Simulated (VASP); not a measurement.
# HfB2 in VASP: further runs

HfB2 is run at these levels: PBE; tasks: single point.

Everything below comes from runs of VASP 6.6.1. Logs are shortened: lines on timing, memory, paths and dates and some standing lists are left out, and cuts for length are marked.

**1. The cell of the first run**

Symmetry: P6/mmm, No. 191, hexagonal system. Conventional cell: a = 3.108 Å, b = 3.108 Å, c = 3.445 Å, α = 90.00°, β = 90.00°, γ = 120.00°. Hf (site symmetry 6/mmm) has 12 B at 2.49 Å and 6 Hf at 3.11 Å within 3.3 Å. Within 2.4 Å of B (site symmetry -6m2) lie 3 B at 1.79 Å.

**2. Single point, PBE**

Input file INCAR:

```
SYSTEM = HfB2
PREC     = Accurate       ! precision mode
ENCUT    = 520            ! plane-wave cutoff, eV
EDIFF    = 1E-6           ! SCF threshold, eV
ISMEAR   = 0              ! smearing method
SIGMA    = 0.02           ! smearing width, eV
LREAL    = .False.        ! projectors in reciprocal space
LASPH    = .True.         ! aspherical terms in the spheres
NELM     = 100            ! most SCF steps
ALGO     = Normal         ! electronic algorithm
ISIF     = 2              ! what is computed and relaxed
LWAVE    = .False.        ! write WAVECAR
LCHARG   = .False.        ! write CHGCAR
GGA      = PE             ! functional
NBANDS   = 15             ! bands
```

Input file KPOINTS:

```
Automatic mesh
0
Gamma
  15 15 12
  0 0 0
```

Input file POSCAR:

```
HfB2
1.0
    3.1082806596      0.0000000000      0.0000000000
   -1.5541403298      2.6918500134      0.0000000000
    0.0000000000      0.0000000000      3.4448460814
Hf B
1 2
Direct
    0.0000000000      0.0000000000      0.0000000000
    0.6666666667      0.3333333333      0.5000000000
    0.3333333333      0.6666666667      0.5000000000
```

Potentials or basis: VASP PAW PBE potentials, release 64 (Hf_pv, B).

Started as:

```
> cat potpaw_PBE.64/Hf_pv/POTCAR potpaw_PBE.64/B/POTCAR > POTCAR
> mpirun -np 1 vasp_std > vasp.out
```

OUTCAR:

```text
SYSTEM = HfB2
   PREC = Accurate
   ENCUT = 520
   EDIFF = 1E-6
   ISMEAR = 0
   LREAL = .False.
   LASPH = .True.
   NELM = 100
   ISIF = 2
   GGA = PE

 ion  position               nearest neighbor table
   1  0.000  0.000  0.000-   2 2.49   3 2.49   2 2.49   3 2.49   2 2.49   2 2.49   3 2.49   3 2.49
                             2 2.49   2 2.49   3 2.49   3 2.49
   2  0.667  0.333  0.500-   3 1.79   3 1.79   3 1.79   1 2.49   1 2.49   1 2.49   1 2.49   1 2.49
                             1 2.49
   3  0.333  0.667  0.500-   2 1.79   2 1.79   2 1.79   1 2.49   1 2.49   1 2.49   1 2.49   1 2.49
                             1 2.49

  LATTYP: Found a hexagonal cell.
 ALAT       =     3.1082806596
 C/A-ratio  =     1.1082802548

  Lattice vectors:

 A1 = (   3.1082806596,   0.0000000000,   0.0000000000)
 A2 = (  -1.5541403298,   2.6918500134,   0.0000000000)
 A3 = (   0.0000000000,   0.0000000000,   3.4448460814)

Analysis of symmetry for initial positions (statically):
=====================================================================
 Subroutine PRICEL returns:
 Original cell was already a primitive cell.

 Routine SETGRP: Setting up the symmetry group for a
 hexagonal supercell.

 Subroutine GETGRP returns: Found 24 space group operations
 (whereof 24 operations were pure point group operations)
 out of a pool of 24 trial point group operations.

The static configuration has the point symmetry D_6h.

Analysis of symmetry for dynamics (positions and initial velocities):
=====================================================================
 Subroutine PRICEL returns:
 Original cell was already a primitive cell.

 Routine SETGRP: Setting up the symmetry group for a
 hexagonal supercell.

 Subroutine GETGRP returns: Found 24 space group operations
 (whereof 24 operations were pure point group operations)
 out of a pool of 24 trial point group operations.

The dynamic configuration has the point symmetry D_6h.

 Subroutine INISYM returns: Found 24 space group operations
 (whereof 24 operations are pure point group operations),
 and found     1 'primitive' translations

----------------------------------------------------------------------------------------

                                     Primitive cell

  volume of cell :      28.8231

  direct lattice vectors                    reciprocal lattice vectors
     3.108280660  0.000000000  0.000000000     0.321721270  0.185745862  0.000000000
    -1.554140330  2.691850013  0.000000000     0.000000000  0.371491723  0.000000000
     0.000000000  0.000000000  3.444846081     0.000000000  0.000000000  0.290288732

  length of vectors
     3.108280660  3.108280660  3.444846081     0.371491723  0.371491723  0.290288732

  position of ions in fractional coordinates (direct lattice)
     0.000000000  0.000000000  0.000000000
     0.666666667  0.333333333  0.500000000
     0.333333333  0.666666667  0.500000000

  ion indices of the primitive-cell ions
   primitive index   ion index
                 1           1
                 2           2
                 3           3

----------------------------------------------------------------------------------------

 KPOINTS: Automatic mesh

Automatic generation of k-mesh.
 Grid dimensions read from file:
 generate k-points for:   15   15   12

 Generating k-lattice:

  Cartesian coordinates                     Fractional coordinates (reciprocal lattice)
     0.021448085  0.012383057  0.000000000     0.066666667  0.000000000  0.000000000
     0.000000000  0.024766115  0.000000000     0.000000000  0.066666667  0.000000000
     0.000000000  0.000000000  0.024190728     0.000000000  0.000000000  0.083333333

  Length of vectors
     0.024766115  0.024766115  0.024190728

  Shift w.r.t. Gamma in fractional coordinates (k-lattice)
     0.000000000  0.000000000  0.000000000

 Subroutine IBZKPT returns following result:
 ===========================================

 Found    189 irreducible k-points:

 Following reciprocal coordinates:
            Coordinates               Weight
  0.000000  0.000000  0.000000      1.000000
  0.066667 -0.000000  0.000000      6.000000
  0.133333 -0.000000  0.000000      6.000000
  0.200000 -0.000000  0.000000      6.000000
  0.266667 -0.000000  0.000000      6.000000
  0.333333 -0.000000  0.000000      6.000000
[... 16 lines left out ...]
  0.333333  0.200000  0.000000     12.000000
  0.400000  0.200000  0.000000      6.000000
 [... further k-points ...]
   k-points           NKPTS =    189   k-points in BZ     NKDIM =    189   number of bands    NBANDS=     15
   number of dos      NEDOS =    301   number of ions     NIONS =      3
   total plane-waves  NPLWV =  16128
   dimension x,y,z NGX =    24 NGY =   24 NGZ =   28
   dimension x,y,z NGXF=    48 NGYF=   48 NGZF=   56
   ions per type =               1   2
   NGX,Y,Z   is equivalent  to a cutoff of  12.84, 12.84, 13.51 a.u.
   NGXF,Y,Z  is equivalent  to a cutoff of  25.67, 25.67, 27.03 a.u.
 SYSTEM =  HfB2
   PREC   = accura    normal or accurate (medium, high low for compatibility)
   ISTART =      0    job   : 0-new  1-cont  2-samecut
   ICHARG =      2    charge: 1-file 2-atom 10-const
   ISPIN  =      1    spin polarized calculation?
   LNONCOLLINEAR =      F non collinear calculations
   LSORBIT =      F    spin-orbit coupling
   LASPH  =      T    aspherical Exc in radial PAW
   ENCUT  =  520.0 eV  38.22 Ry    6.18 a.u.   5.78  5.78  6.41*2*pi/ulx,y,z
   NELM   =    100;   NELMIN=  2; NELMDL= -5     # of ELM steps
   EDIFF  = 0.1E-05   stopping-criterion for ELM
   LREAL  =      F    real-space projection
   EDIFFG = 0.1E-04   stopping-criterion for IOM
   NSW    =      0    number of steps for IOM
   IBRION =     -1    ionic relax: 0-MD 1-quasi-New 2-CG
   NFREE  =      0    steps in history (QN), initial steepest desc. (CG)
   ISIF   =      2    stress and relaxation
   ISYM   =      2    0-nonsym 1-usesym 2-fastsym
   POTIM  = 0.5000    time-step for ionic-motion
   TEBEG  =    0.0;   TEEND  =   0.0 temperature during run
   PSTRESS=    0.0 pullay stress
   NELECT =      16.0000    total number of electrons
   NUPDOWN=      -1.0000    fix difference up-down
   EMIN   =  10.00;   EMAX   =-10.00  energy-range for DOS
   EFERMI =   0.00;   METHOD = LEGACY
   ISMEAR =     0;   SIGMA  =   0.02  broadening in eV -4-tet -1-fermi 0-gaus
   EFERMI_NEDOS =   21; number of points for ismear=-14 and -15
   IALGO  =     38    algorithm
   IMIX   =      4    mixing-type and parameters
     AMIX     =   0.40;   BMIX     =  1.00
     AMIX_MAG =   1.60;   BMIX_MAG =  1.00
  volume/ion in A,a.u.               =       9.61        64.84
  Fermi-wavevector in a.u.,A,eV,Ry     =   1.345451  2.542534 24.629785  1.810238
  Thomas-Fermi vector in A             =   2.473363
   LORBIT       =      0    0 simple, 1 ext, 2 COOP (PROOUT), +10 PAW based schemes
   GGA     = PE    functional components
   LHFCALC =     F    Hartree Fock is set to
   AEXX    =    0.0000 exact exchange contribution
   IVDW    =     0    specifies the selected vdW correction
   LEPSILON=     F    determine dielectric tensor
   LRPA    =     F    only Hartree local field effects (RPA)
 non-spin polarized calculation
 Gauss-broadening in eV      SIGMA  =   0.02
  energy-cutoff  :      520.00
  volume of cell :       28.82
 maximum number of plane-waves:       789
 NGX is ok and might be reduce to    24
   NGX = 11   NGY = 11   NGZ = 13

 number of electron      16.0000000 magnetization

 Free energy of the ion-electron system (eV)
  ---------------------------------------------------
  ext. energy  EPLUGINS =         0.00000000
  ---------------------------------------------------
  free energy    TOTEN  =       -26.37236081 eV

  energy without entropy =      -26.37229895  energy(sigma->0) =      -26.37232988

 E-fermi :   7.9520     XC(G=0): -12.7405

 val. band max:        7.9505793767   @ k =   0.0667   0.0667   0.4167
 cond. band min:       7.9759498294   @ k =   0.1333   0.1333   0.2500
 fundamental gap:      0.0253704527
 Fermi energy:         7.9519507910

 k-point     1 :       0.0000    0.0000    0.0000
  band No.  band energies     occupation
      1     -22.6274      2.00000
      2     -22.0871      2.00000
      3     -22.0871      2.00000
      4      -6.0163      2.00000
      5       4.8320      2.00000
      6       4.9509      2.00000
      7       4.9509      2.00000
      8       5.1422      2.00000
      9      12.0940      0.00000
     10      12.0940      0.00000
     11      12.7410      0.00000
     12      12.7410      0.00000
     13      13.0344      0.00000
     14      13.0344      0.00000
     15      13.1331      0.00000

 k-point     2 :       0.0667   -0.0000    0.0000
  band No.  band energies     occupation
      1     -22.6210      2.00000
      2     -22.1265      2.00000
      3     -22.0958      2.00000
      4      -5.9167      2.00000
      5       4.6707      2.00000
      6       4.9340      2.00000
      7       4.9482      2.00000
      8       5.0504      2.00000
      9      11.8398      0.00000
     10      12.0221      0.00000
     11      12.1496      0.00000
     12      12.2267      0.00000
     13      13.4287      0.00000
     14      13.7915      0.00000
     15      13.9125      0.00000
[... 365 lines left out ...]
      3     -22.4534      2.00000
      4      -2.0440      2.00000
      5      -0.1486      2.00000
      6       1.8621      2.00000
      7       4.2010      2.00000
      8       7.0487      2.00000
      9       7.7032      2.00000
     10      10.2652      0.00000
     11      13.4406      0.00000
     12      15.0598      0.00000
     13      16.6179      0.00000
     14      18.0172      0.00000
     15      18.3556      0.00000

 k-point    24 :       0.4000    0.2000    0.0000
  band No.  band energies     occupation
      1     -22.8331      2.00000
      2     -22.4730      2.00000
      3     -22.4655      2.00000
      4      -1.3055      2.00000
      5      -0.9027      2.00000
      6       1.7531      2.00000
      7       4.2434      2.00000
      8       6.8233      2.00000
      9       7.6598      2.00000
     10      10.9909      0.00000
     11      12.7047      0.00000
     12      15.0268      0.00000
     13      17.1724      0.00000
     14      18.3145      0.00000
     15      18.7089      0.00000

 [... further k-points ...]

------------------------ aborting loop because EDIFF is reached ----------------------------------------

  FORCE on cell =-STRESS in cart. coord.  units (eV):
  Direction    XX          YY          ZZ          XY          YZ          ZX
  --------------------------------------------------------------------------------------
  -------------------------------------------------------------------------------------
  Total        1.7053209      1.7053209      1.6077156      0.0000000     -0.0000000      0.0000000
  in kB       94.7928942     94.7928942     89.3673535      0.0000000     -0.0000000      0.0000000
  external PRESSURE =      92.9843806 kB  Pullay stress =       0.0000000 kB

 VOLUME and BASIS-vectors are now :
 -----------------------------------------------------------------------------
  energy-cutoff  :      520.00
  volume of cell :       28.82
      direct lattice vectors                 reciprocal lattice vectors
     3.108280660  0.000000000  0.000000000     0.321721270  0.185745862  0.000000000
    -1.554140330  2.691850013  0.000000000     0.000000000  0.371491723  0.000000000
     0.000000000  0.000000000  3.444846081     0.000000000  0.000000000  0.290288732

 POSITION                                       TOTAL-FORCE (eV/Angst)
 -----------------------------------------------------------------------------------
      0.00000      0.00000      0.00000        -0.000000      0.000000      0.000000
      1.55414      0.89728      1.72242        -0.000000      0.000000     -0.000000
     -0.00000      1.79457      1.72242         0.000000     -0.000000      0.000000
 -----------------------------------------------------------------------------------
    total drift:                               -0.000000      0.000000      0.000000

  FREE ENERGIE OF THE ION-ELECTRON SYSTEM (eV)
  ---------------------------------------------------
  free  energy   TOTEN  =       -26.3723608147 eV

  energy  without entropy=      -26.3722989469  energy(sigma->0) =      -26.37232988
```

It took 31 s on 1 thread of Intel Xeon Platinum 8488C (Sapphire Rapids), shared host; peak memory 0.2 GiB.

What came out:

```
Free energy            : -26.3724 eV
Pressure               : 9.3 GPa
Band gap on the k mesh : zero (band 8 reaches 8.73 eV, above the bottom of band 9 at 7.66 eV)
```

Levels at points of the mesh, in eV from the Fermi level:
```csv
k point,band 5,band 6,band 7,band 8,band 9,band 10,band 11,band 12
"(0.00, 0.00, 0.00)",-3.12,-3.00,-3.00,-2.81,4.14,4.14,4.79,4.79
"(0.00, 0.00, 0.50)",-8.52,-1.25,-1.25,0.29,0.29,0.99,0.99,2.27
```

Caveat: spin-orbit coupling is left out, which moves the levels of the heavy elements.

**3. Single point, PBE**

This run uses another cell than the first one, of 9.90 Å³/atom, 1.031 times its volume.

Input file INCAR:

```
SYSTEM = HfB2
ALGO = Normal
EDIFF = 1E-6
ENCUT = 520
GGA = PE
ISIF = 2
ISMEAR = 0
LASPH = .TRUE.
LCHARG = .TRUE.
LELF = .TRUE.
LREAL = .FALSE.
LVHAR = .TRUE.
LWAVE = .FALSE.
NBANDS = 15
NELM = 80
PREC = Accurate
SIGMA = 0.02
```

Input file KPOINTS:

```
k-points
0
G
  15 15 12
  0 0 0
```

Input file POSCAR:

```
HfB2
1.0
    3.1400000000      0.0000000000      0.0000000000
   -1.5700000000      2.7193197679      0.0000000000
    0.0000000000      0.0000000000      3.4800000000
Hf B
1 2
Direct
    0.0000000000      0.0000000000      0.0000000000
    0.6666666667      0.3333333333      0.5000000000
    0.3333333333      0.6666666667      0.5000000000
```

Potentials or basis: VASP PAW PBE potentials, release 64 (Hf_pv, B).

Started as:

```
> cat potpaw_PBE.64/Hf_pv/POTCAR potpaw_PBE.64/B/POTCAR > POTCAR
> mpirun -np 1 vasp_std > vasp.out
```

Wall time 31 s (1 thread of Intel Xeon Platinum 8488C (Sapphire Rapids), shared host); peak memory 0.21 GiB.

It converged, with:

```
Free energy            : -26.4008 eV
Pressure               : 1.0 GPa
Band gap on the k mesh : zero (band 8 reaches 8.47 eV, above the bottom of band 9 at 7.43 eV)
```

Stress tensor (GPa, compression positive):
```
0.87 0.00 0.00
0.00 0.87 0.00
0.00 0.00 1.19
```

Levels at points of the mesh, in eV from the Fermi level:
```csv
k point,band 4,band 5,band 6,band 7,band 8,band 9,band 10,band 11,band 12,band 13
"(0.00, 0.00, 0.00)",-13.80,-3.05,-2.94,-2.94,-2.83,3.98,3.98,4.62,4.62,4.95
"(0.00, 0.00, 0.50)",-11.39,-8.41,-1.24,-1.24,0.27,0.27,0.96,0.96,2.19,5.04
```

Caveat: spin-orbit coupling is left out, which moves the levels of the heavy elements.

**4. Single point, PBE**

This run uses another cell than the first one, of 9.90 Å³/atom, 1.031 times its volume.

Input file INCAR:

```
SYSTEM = HfB2
PREC = Accurate ; ENCUT = 520
EDIFF = 1E-7 ; ISMEAR = 0
SIGMA = 0.02 ; LREAL = .False.
LASPH = .True. ; NELM = 100
ALGO = Normal ; ISIF = 2
LWAVE = .False. ; LCHARG = .False.
GGA = PE ; NBANDS = 15
```

Input file KPOINTS:

```
Automatic mesh
0
Gamma
  15 15 12
  0 0 0
```

POSCAR: that of step 3 with these lines changed.

```diff
@@ -8,3 +8,3 @@
 Direct
-    0.0000000000      0.0000000000      0.0000000000
+    0.0000000000      0.0000000000      0.0287356322
     0.6666666667      0.3333333333      0.5000000000
```

Started as:

```
> cat potpaw_PBE.64/Hf_pv/POTCAR potpaw_PBE.64/B/POTCAR > POTCAR
> mpirun -np 1 vasp_std > vasp.out
```

It took 31 s on 1 thread of Intel Xeon Platinum 8488C (Sapphire Rapids), shared host; peak memory 0.2 GiB.

It converged, with:

| Item | Value |
| --- | --- |
| Free energy | -26.3227 eV |
| Pressure | 2.2 GPa |
| Largest force | 1.572 eV/Å |
| Band gap on the k mesh | zero (band 8 reaches 8.44 eV, above the bottom of band 9 at 7.37 eV) |

Forces in eV/Å, atoms in the order of the input:
```
Hf   0.000  0.000 -1.572
B    0.000  0.000  0.786
B    0.000  0.000  0.786
```

Stress tensor (GPa, compression positive):
```
2.00 0.00 0.00
0.00 2.00 0.00
0.00 0.00 2.68
```

Levels at points of the mesh, in eV from the Fermi level:
```tsv
k point	band 5	band 6	band 7	band 8	band 9	band 10	band 11	band 12
(0.00, 0.00, 0.00)	-3.53	-3.00	-3.00	-2.31	3.70	3.70	4.65	4.65
(0.00, 0.00, 0.50)	-8.41	-1.40	-1.40	0.25	0.25	1.09	1.09	2.23
```

Caveat: spin-orbit coupling is left out, which moves the levels of the heavy elements; forces of over 1 eV/Å act on the atoms, so gaps and moduli don't describe the material at rest.

[end of part 1 of 2]
